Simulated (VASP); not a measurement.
Write the native input for VASP 6.6.1 that does the following.

```
Task                   : relaxation of cell and atoms
Functional             : PBE
Potentials or basis    : VASP PAW PBE potentials, release 64 (Pt)
Cutoff                 : 600 eV
k mesh                 : 12 × 12 × 8
Occupations            : gaussian, width 0.1 eV
Spin                   : no spin polarisation
Dipole correction      : no
Further INCAR settings : ALGO = Normal; EDIFF = 1e-06; IBRION = 2; EDIFFG = -0.02; NSW = 90; ISIF = 3
```

The structure of Pt lies in POSCAR:

```
Pt
1.0
    2.7606656158      0.0000000000      0.0000000000
   -1.3803328079      2.3908065546      0.0000000000
    0.0000000000      0.0000000000      4.7921340000
Pt
2
Direct
    0.6666666700      0.3333333300      0.7500000000
    0.3333333300      0.6666666700      0.2500000000
```

This isn't the form of Pt at room conditions, which is fcc.

These files were run (other wordings do the same):

INCAR

```
PREC     = Accurate       # precision mode
ENCUT    = 600            # plane-wave cutoff, eV
EDIFF    = 1E-6           # SCF threshold, eV
ISMEAR   = 0              # smearing method
SIGMA    = 0.1            # smearing width, eV
LREAL    = F              # projectors in reciprocal space
LASPH    = T              # aspherical terms in the spheres
NELM     = 100            # most SCF steps
ALGO     = Normal         # electronic algorithm
ISIF     = 3              # what is computed and relaxed
LWAVE    = F              # write WAVECAR
LCHARG   = F              # write CHGCAR
GGA      = PE             # functional
IBRION   = 2              # ionic algorithm
NSW      = 90             # ionic steps
EDIFFG   = -0.02          # ionic threshold
```

KPOINTS

```
regular mesh
0
Gamma
  12 12 8
```

Potentials or basis: VASP PAW PBE potentials, release 64 (Pt).

Run with:

```console
$ cat potpaw_PBE.64/Pt/POTCAR > POTCAR
$ mpirun -np 1 vasp_std > vasp.out
```

Results of the run:

| Quantity | Value |
| --- | --- |
| Relaxed volume | 15.73 Å³/atom |
| Relaxed cell | a = 2.758 Å, b = 2.758 Å, c = 4.777 Å, α = 90.00°, β = 90.00°, γ = 120.00° |
| Space group after relaxing (to 0.1 Å) | P6_3/mmc (No. 194) |
| Energy gained by relaxing | 0.3 meV/atom |
| Ionic steps | 5 |
| Pressure after relaxing | 0.0 GPa |
| Band gap on the k mesh | zero (bands 10 and 11 overlap by 1.29 eV) |

Caveat: spin-orbit coupling is left out, which moves the levels of the heavy elements.

Run time: 61 s on 1 thread of AMD EPYC 9R45 (Zen 5) (shared host), peak memory 0.16 GiB.
